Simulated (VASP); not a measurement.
Write the native input for VASP 6.6.1 that does the following.

| Property | Result |
| --- | --- |
| Task | single point |
| Functional | r2SCAN |
| Potentials or basis | VASP PAW PBE potentials, release 64 (Mo_sv) |
| Cutoff | 520 eV |
| k mesh | 22 × 22 × 22 |
| Occupations | gaussian, width 0.15 eV |
| Spin | no spin polarisation |
| Dipole correction | no |
| Further INCAR settings | ALGO = Normal; EDIFF = 1e-06; NBANDS = 13 |

Crystal: Mo.

```xyz
1
Lattice="0.0000 2.0718 1.9060 2.0718 0.0000 1.9060 2.0718 2.0718 0.0000" Properties=species:S:1:pos:R:3 pbc="T T T"
Mo    0.0000    0.0000    0.0000
```

This cell differs from its parent crystal: ratio of the length along z to the lengths across it x 0.92, volume and fractional coordinates fixed.

These files were run (other wordings do the same):

POSCAR

```
Mo
1.0
    0.0000000000      2.0717902012      1.9060469851
    2.0717902012      0.0000000000      1.9060469851
    2.0717902012      2.0717902012      0.0000000000
Mo
1
Direct
    0.0000000000      0.0000000000      0.0000000000
```

INCAR.step1

```
SYSTEM = Mo
ALGO = Normal ; EDIFF = 1E-4
ENCUT = 520 ; GGA = PE
ISMEAR = 0 ; LASPH = .TRUE.
LCHARG = .FALSE. ; LREAL = .FALSE.
LWAVE = .TRUE. ; NBANDS = 13
NELM = 100 ; PREC = Accurate
SIGMA = 0.15
```

INCAR.step2

```
SYSTEM = Mo
ALGO = Normal ; EDIFF = 1E-6
ENCUT = 520 ; ISIF = 2
ISMEAR = 0 ; ISTART = 1
LASPH = .TRUE. ; LCHARG = .FALSE.
LMIXTAU = .TRUE. ; LREAL = .FALSE.
LWAVE = .FALSE. ; METAGGA = R2SCAN
NBANDS = 13 ; NELM = 100
PREC = Accurate ; SIGMA = 0.15
```

KPOINTS

```
k-points
0
G
  22 22 22
  0 0 0
```

Potentials or basis: VASP PAW PBE potentials, release 64 (Mo_sv).

Launch:

```bash
$ cat potpaw_PBE.64/Mo_sv/POTCAR > POTCAR
$ cp INCAR.step1 INCAR
$ mpirun -np 1 vasp_std > vasp.out
$ cp INCAR.step2 INCAR
$ mpirun -np 1 vasp_std > vasp.out
```

Results of the run:

```
Pressure               : -6.3 GPa
Band gap on the k mesh : zero (band 7 reaches 15.47 eV, above the bottom of band 8 at 10.82 eV)
```

Caveat: the PAW data sets were made with another functional, which shifts forces and pressure a little.

It took 8.9 min on 1 thread of Intel(R) Xeon(R) Platinum 8124M CPU @ 3.00GHz (Skylake/Cascade Lake), on a shared host, peak memory 0.28 GiB.
